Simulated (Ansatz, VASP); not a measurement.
## One calculation of Al2InN3, two programs

```
Al In N
1.0
     2.80222    0.00000    0.00000
     0.00000    3.99933    0.00000
     0.00000    0.00000    7.49865
Al In N
2 1 3
Direct
  0.00000 0.50000 0.83749
  0.00000 0.50000 0.16251
  0.50000 0.50000 0.50000
  0.50000 0.70997 0.00000
  0.50000 0.29003 0.00000
  0.00000 0.00000 0.50000
```

Alike in both runs: task relaxation of cell and atoms; functional PBE; k mesh 14 × 10 × 6; occupations gaussian, width 0.1 eV; no spin polarisation.

```csv
,VASP,Ansatz
version,VASP 6.6.1,Ansatz 0.2.0
potentials or method,"VASP PAW PBE potentials, release 64 (Al, In_d, N), cutoff 600 eV","scalar-relativistic, plane waves, PAW"
valence electrons in the cell,34,34
```

Ansatz gave:

- gap on the k mesh at the Fermi level, each at its own relaxed structure (eV): none
- relaxed volume (Å³/atom): 13.99
- relaxed length of the cell vector where the two differ most in proportion (Å): 7.485

**Question.** What did VASP give for the same quantities?

**Answer.** gap on the k mesh at the Fermi level, each at its own relaxed structure (eV): none; relaxed volume (Å³/atom): 13.96; relaxed length of the cell vector where the two differ most in proportion (Å): 7.471.

A gap of «none» marks a metal or a gap that the smearing closes.
